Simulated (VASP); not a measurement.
# Al in VASP: further runs, part 2 of 2

VASP 6.6.1. Earlier steps stand in the parts before.

**3. Single point, PBE**

The input, INCAR:

```
PREC = Accurate
ENCUT = 520
EDIFF = 1E-6
ISMEAR = 0
SIGMA = 0.1
LREAL = F
LASPH = T
NELM = 60
ALGO = Normal
ISIF = 2
LWAVE = F
LCHARG = T
LDIPOL = T
IDIPOL = 3
DIPOL = 0.5 0.5 0.500
GGA = PE
LELF = T
LVHAR = T
LVACPOTAV = T
NBANDS = 18
```

The input, KPOINTS:

```
regular mesh
0
Gamma
  12 12 1
```

The input, POSCAR:

```
Al
1.0
    2.8571513840      0.0000000000      0.0000000000
    0.0000000000      2.8571513840      0.0000000000
    0.0000000000      0.0000000000     25.1015555926
Al
6
Direct
    0.5000000000      0.5000000000      0.2999439758
    0.0000000000      0.0000000000      0.3799937960
    0.5000000000      0.5000000000      0.4596341339
    0.0000000000      0.0000000000      0.5403658672
    0.5000000000      0.5000000000      0.6200062058
    0.0000000000      0.0000000000      0.7000560213
```

Potentials or basis: VASP PAW PBE potentials, release 64 (Al).

The run is started by

```sh
> cat potpaw_PBE.64/Al/POTCAR > POTCAR
> mpirun -np 1 vasp_std > vasp.out
```

OUTCAR:

```text
PREC = Accurate
   ENCUT = 520
   EDIFF = 1E-6
   ISMEAR = 0
   LREAL = F
   LASPH = T
   NELM = 60
   ISIF = 2
   GGA = PE

 ion  position               nearest neighbor table
   1  0.500  0.500  0.300-   2 2.85   2 2.85   2 2.85   2 2.85
   2  0.000  0.000  0.380-   3 2.84   3 2.84   3 2.84   3 2.84   1 2.85   1 2.85   1 2.85   1 2.85

   3  0.500  0.500  0.460-   2 2.84   2 2.84   2 2.84   2 2.84   4 2.86   4 2.86   4 2.86   4 2.86

   4  0.000  0.000  0.540-   5 2.84   5 2.84   5 2.84   5 2.84   3 2.86   3 2.86   3 2.86   3 2.86

   5  0.500  0.500  0.620-   4 2.84   4 2.84   4 2.84   4 2.84   6 2.85   6 2.85   6 2.85   6 2.85

   6  0.000  0.000  0.700-   5 2.85   5 2.85   5 2.85   5 2.85

  LATTYP: Found a simple tetragonal cell.
 ALAT       =     2.8571513840
 C/A-ratio  =     8.7855182379

  Lattice vectors:

 A1 = (   2.8571513840,   0.0000000000,   0.0000000000)
 A2 = (   0.0000000000,   2.8571513840,   0.0000000000)
 A3 = (   0.0000000000,   0.0000000000,  25.1015555926)

Analysis of symmetry for initial positions (statically):
=====================================================================
[... 186 lines left out ...]

 E-fermi :   1.7323     XC(G=0):  -5.6884

 val. band max:        1.6929854571   @ k =   0.4167   0.3333   0.0000
 cond. band min:       1.7760646297   @ k =   0.3333   0.0000   0.0000
 fundamental gap:      0.0830791727
 Fermi energy:         1.7323448488

 k-point     1 :       0.0000    0.0000    0.0000
  band No.  band energies     occupation
      1      -9.2386      2.00000
      2      -8.5738      2.00000
      3      -7.4584      2.00000
      4      -6.0061      2.00000
      5      -4.1731      2.00000
      6      -1.9890      2.00000
[... 481 lines left out ...]
      5      -1.0434      2.00000
      6      -0.7469      2.00000
[... 10 lines left out ...]
     17       5.0036      0.00000
     18       5.1775      0.00000

 [... further k-points ...]
[... 5 lines left out ...]
  --------------------------------------------------------------------------------------
  -------------------------------------------------------------------------------------
  Total       -1.1257418     -1.1257418      0.0727211      0.0000000      0.0000000      0.0000000
  in kB       -8.8020175     -8.8020175      0.5685961      0.0000000      0.0000000      0.0000000
  external PRESSURE =      -5.6784796 kB  Pullay stress =       0.0000000 kB

 VOLUME and BASIS-vectors are now :
 -----------------------------------------------------------------------------
  energy-cutoff  :      520.00
  volume of cell :      204.91
      direct lattice vectors                 reciprocal lattice vectors
     2.857151384  0.000000000  0.000000000     0.349998955  0.000000000  0.000000000
     0.000000000  2.857151384  0.000000000     0.000000000  0.349998955  0.000000000
     0.000000000  0.000000000 25.101555593     0.000000000  0.000000000  0.039838168

 POSITION                                       TOTAL-FORCE (eV/Angst)
 -----------------------------------------------------------------------------------
      1.42858      1.42858      7.52906         0.000000      0.000000     -0.004318
      0.00000      0.00000      9.53844         0.000000      0.000000     -0.006395
      1.42858      1.42858     11.53753         0.000000      0.000000      0.003116
      0.00000      0.00000     13.56402        -0.000000      0.000000     -0.003116
      1.42858      1.42858     15.56312         0.000000     -0.000000      0.006395
      0.00000      0.00000     17.57250         0.000000     -0.000000      0.004318
 -----------------------------------------------------------------------------------
    total drift:                               -0.000000     -0.000000     -0.000000

  FREE ENERGIE OF THE ION-ELECTRON SYSTEM (eV)
  ---------------------------------------------------
  free  energy   TOTEN  =       -21.5334343033 eV

  energy  without entropy=      -21.5203696321  energy(sigma->0) =      -21.52690197

 vacuum level on the upper side and lower side of the slab         5.976         5.976
```

Wall time 2.8 min (1 thread of Intel Xeon Platinum 8259CL at 2.50GHz (Skylake/Cascade Lake), shared host); peak memory 0.34 GiB.

What came out:

- Free energy: -21.5334 eV
- Largest force: 0.006 eV/Å
- Band gap on the k mesh: zero (band 9 reaches 4.62 eV, above the bottom of band 10 at 0.16 eV)

Forces on the atoms (eV/Å):
```
Al   0.000  0.000 -0.004
Al   0.000  0.000 -0.006
Al   0.000  0.000  0.003
Al   0.000  0.000 -0.003
Al   0.000  0.000  0.006
Al   0.000  0.000  0.004
```

Levels at points of the mesh, in eV from the Fermi level:
| k point | band 7 | band 8 | band 9 | band 10 | band 11 | band 12 |
| --- | --- | --- | --- | --- | --- | --- |
| (0.00, 0.00, 0.00) | -2.19 | 0.66 | 2.66 | 3.88 | 4.24 | 5.41 |
| (0.50, 0.00, 0.00) | -3.37 | -3.37 | -1.58 | -1.58 | 0.58 | 0.58 |
| (0.50, 0.50, 0.00) | -1.13 | -1.13 | -0.81 | -0.81 | 0.22 | 0.22 |

**4. Single point, PBE**

This run uses another cell than the first one: it holds 16 atoms, not 6.

The input, INCAR:

```
ALGO = Normal ; DIPOL = 0.5 0.5 0.500
EDIFF = 1E-6 ; ENCUT = 520
GGA = PE ; IDIPOL = 3
ISIF = 2 ; ISMEAR = 0
LASPH = True ; LCHARG = False
LDIPOL = True ; LREAL = Auto
LWAVE = False ; NBANDS = 38
NELM = 80 ; PREC = Accurate
SIGMA = 0.1
```

The input, KPOINTS:

```
k-points
0
Gamma
  3 3 1
```

The input, POSCAR:

```
Al
1.0
    5.7143027680      0.0000000000      0.0000000000
    0.0000000000      5.7143027680      0.0000000000
    0.0000000000      0.0000000000     22.0609333555
Al
16
Direct
    0.2500000000      0.2500000000      0.3626319826
    0.2500000000      0.7500000000      0.3626319826
    0.7500000000      0.2500000000      0.3626319826
    0.7500000000      0.7500000000      0.3626319826
    0.5000000000      0.5000000000      0.4542106609
    0.5000000000      0.0000000000      0.4542106609
    0.0000000000      0.5000000000      0.4542106609
    0.0000000000      0.0000000000      0.4542106609
    0.7500000000      0.7500000000      0.5477519812
    0.7500000000      0.2500000000      0.5477519812
    0.2500000000      0.7500000000      0.5477519812
    0.2500000000      0.2500000000      0.5477519812
    0.0000000000      0.0000000000      0.6374039224
    0.0000000000      0.5000000000      0.6374039224
    0.5000000000      0.0000000000      0.6374039224
    0.5000000000      0.5000000000      0.6374039224
```

The run is started by

```sh
> cat potpaw_PBE.64/Al/POTCAR > POTCAR
> mpirun -np 1 vasp_std > vasp.out
```

It took 3 min on 1 thread of Intel Xeon 6975P-C (Granite Rapids), shared host; peak memory 0.58 GiB.

The run converged. Its results:

| Property | Result |
| --- | --- |
| Free energy | -56.3659 eV |
| Largest force | 0.131 eV/Å |
| Band gap on the k mesh | zero (filled and empty bands touch) |

Forces on the atoms (eV/Å):
```
Al   0.000  0.000  0.129
Al   0.000  0.000  0.129
Al   0.000  0.000  0.129
Al   0.000  0.000  0.129
Al   0.000  0.000 -0.131
Al   0.000  0.000 -0.131
Al   0.000  0.000 -0.131
Al   0.000  0.000 -0.131
Al   0.000  0.000 -0.006
Al   0.000  0.000 -0.006
Al   0.000  0.000 -0.006
Al   0.000  0.000 -0.006
Al   0.000  0.000  0.008
Al   0.000  0.000  0.008
Al   0.000  0.000  0.008
Al   0.000  0.000  0.008
```

Levels at points of the mesh, in eV from the Fermi level:
```csv
k point,band 22,band 23,band 24,band 25,band 26,band 27
"(0.00, 0.00, 0.00)",-1.14,-1.10,0.00,0.00,0.01,0.01
```

Caveat: the k points lie up to 0.37 Å⁻¹ apart.

**5. Single point, PBE**

This run uses another cell than the first one: it holds 16 atoms, not 6.

The input, INCAR:

```
PREC = Accurate ; ENCUT = 520
EDIFF = 1E-7 ; ISMEAR = 0
SIGMA = 0.1 ; LREAL = Auto
LASPH = True ; NELM = 80
ALGO = Normal ; ISIF = 2
LWAVE = False ; LCHARG = True
LDIPOL = True ; IDIPOL = 3
DIPOL = 0.5 0.5 0.421 ; GGA = PE
LELF = True ; LVHAR = True
LVACPOTAV = True ; NBANDS = 38
```

The input, KPOINTS:

```
Automatic mesh
0
Gamma
  3 3 1
```

The input, POSCAR:

```
Al
1.0
    5.7143027680      0.0000000000      0.0000000000
    0.0000000000      5.7143027680      0.0000000000
    0.0000000000      0.0000000000     26.2451333555
Al
16
Direct
    0.2500000000      0.2500000000      0.3048184169
    0.2500000000      0.7500000000      0.3048184169
    0.7500000000      0.2500000000      0.3048184169
    0.7500000000      0.7500000000      0.3048184169
    0.5000000000      0.5000000000      0.3817969215
    0.5000000000      0.0000000000      0.3817969215
    0.0000000000      0.5000000000      0.3817969215
    0.0000000000      0.0000000000      0.3817969215
    0.7493168154      0.7511001945      0.4607846992
    0.7490257184      0.2511725542      0.4606525608
    0.2493677119      0.7510951821      0.4610147453
    0.2496744367      0.2514369369      0.4608571467
   -0.0033860868      0.0018495468      0.5356388105
   -0.0001995131      0.5029061212      0.5362882584
    0.5003681070      0.0017250878      0.5377764374
    0.4987503187      0.4989941944      0.5359361320
```

The run is started by

```sh
> cat potpaw_PBE.64/Al/POTCAR > POTCAR
> mpirun -np 1 vasp_std > vasp.out
```

Run time: 4.4 min. Hardware: 1 thread of Intel Xeon 6975P-C (Granite Rapids), shared host; peak memory 0.68 GiB.

The run converged. Its results:

```yaml
Free_energy: -56.3619 eV
Largest_force: 0.133 eV/Å
```

Forces on the atoms (eV/Å):
```
Al   0.003  0.004  0.131
Al  -0.006 -0.008  0.131
Al   0.000 -0.006  0.133
Al   0.009  0.002  0.132
Al  -0.015  0.007 -0.121
Al  -0.006  0.002 -0.118
Al   0.010  0.011 -0.118
Al   0.003 -0.005 -0.115
Al  -0.032  0.013 -0.007
Al  -0.012 -0.018 -0.002
Al   0.029  0.030 -0.016
Al   0.009 -0.035 -0.009
Al   0.050  0.005  0.050
Al  -0.010 -0.016 -0.001
Al  -0.038 -0.025 -0.106
Al   0.006  0.038  0.036
```

Levels at points of the mesh, in eV from the Fermi level:
| k point | band 20 | band 21 | band 22 | band 23 | band 24 | band 25 | band 26 | band 27 | band 28 | band 29 |
| --- | --- | --- | --- | --- | --- | --- | --- | --- | --- | --- |
| (0.00, 0.00, 0.00) | -1.25 | -1.25 | -1.12 | -1.08 | -0.02 | -0.02 | 0.00 | 0.00 | 0.25 | 0.28 |

Caveat: the k points lie up to 0.37 Å⁻¹ apart.

**6. The runs side by side**

| cell | k mesh | gap on the mesh (eV) | largest force (eV/Å) |
| --- | --- | --- | --- |
| a = 2.857, b = 2.857, c = 25.102 Å, 6 atoms | 12 × 12 × 1 | none | 0.01 |
| a = 5.714, b = 5.714, c = 22.061 Å, 16 atoms | 3 × 3 × 1 | none | 0.13 |
| a = 5.714, b = 5.714, c = 26.245 Å, 16 atoms | 3 × 3 × 1 | - | 0.13 |

Some of these runs hold the atoms at other places in the same cell, which the table doesn't show; runs alike in all that it shows share one row.

Alike in all rows: task single point; level PBE; potentials or basis VASP PAW PBE potentials, release 64 (Al); no spin polarisation; cutoff (eV) 520; smearing gaussian 0.1 eV.

Caveats: some runs use coarse meshes.

Total energies depend on the potentials used, so only differences within one code and one set of settings carry meaning.
